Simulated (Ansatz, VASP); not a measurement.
## Two plane-wave programs on SiC

The input INCAR:

```
SYSTEM = SiC
PREC = Accurate
ENCUT = 520
EDIFF = 1E-6
ISMEAR = -1
SIGMA = 0.05
LREAL = .FALSE.
LASPH = .TRUE.
NELM = 60
ALGO = Normal
ISIF = 2
LWAVE = .FALSE.
LCHARG = .FALSE.
GGA = RE
IVDW = 12
NBANDS = 16
```

KPOINTS

```
regular mesh
0
G
  10 10 5
  0 0 0
```

Contents of POSCAR:

```
SiC
1.0
    3.0760000000      0.0000000000      0.0000000000
   -1.5380000000      2.6638941420      0.0000000000
    0.0000000000      0.0000000000      5.0480000000
Si C
2 2
Direct
    0.6666666667      0.3333333333      0.5000000000
    0.3333333333      0.6666666667      0.0000000000
    0.6666666667      0.3333333333      0.8850000000
    0.3333333333      0.6666666667      0.3850000000
```

The input input.yaml:

```yaml
crystal:
  lattice:
    - [3.076, 0.0, 0.0]
    - [-1.538, 2.663894142, 0.0]
    - [0.0, 0.0, 5.048]
  atoms:
    - { symbol: Si, position: [0.6666666667, 0.3333333333, 0.5] }
    - { symbol: Si, position: [0.3333333333, 0.6666666667, 0.0] }
    - { symbol: C, position: [0.6666666667, 0.3333333333, 0.885] }
    - { symbol: C, position: [0.3333333333, 0.6666666667, 0.385] }
hamiltonian:
  xc: revpbe
  pseudopotentials: { kind: paw }
  dispersion: d3bj
kpoints:
  mp_grid: { grid: [10, 10, 5] }
scf:
  occupations: { method: fermi_dirac, width: 0.05 }
output:
  forces: true
  stress: true
  eigenvalues: true
```

Alike in both runs: task single point; functional revPBE; dispersion D3(BJ); k mesh 10 × 10 × 5; occupations fermi-dirac, width 0.05 eV; no spin polarisation.

```csv
,VASP,Ansatz
version,VASP 6.6.1,Ansatz 0.2.0
potentials or method,"VASP PAW PBE potentials, release 64 (Si, C)",Ansatz PAW
plane-wave cutoff (eV),520,420
valence electrons in the cell,16,16
```

Ansatz gave:

| Item | Value |
| --- | --- |
| gap on the k mesh at the Fermi level (eV) | 2.51 |
| least direct gap on the mesh (eV) | 4.11 |
| pressure (GPa) | -3.3 |
| traceless stress, the component that is largest in VASP (GPa) | -3.28 |
| rms of the force components (eV/Å) | 0.441 |

What did VASP give for the same quantities?

gap on the k mesh at the Fermi level (eV): 2.50; least direct gap on the mesh (eV): 4.10; pressure (GPa): -3.7; traceless stress, the component that is largest in VASP (GPa): -3.25; rms of the force components (eV/Å): 0.439.

VASP's potentials were made for PBE, not for revPBE. Atom by atom the forces differ by 0.001 eV/Å (rms over components).

Noted on Ansatz's run: odd divisions of the mesh miss points on the zone boundary, where band edges often lie, so the gap on the mesh can be too wide.
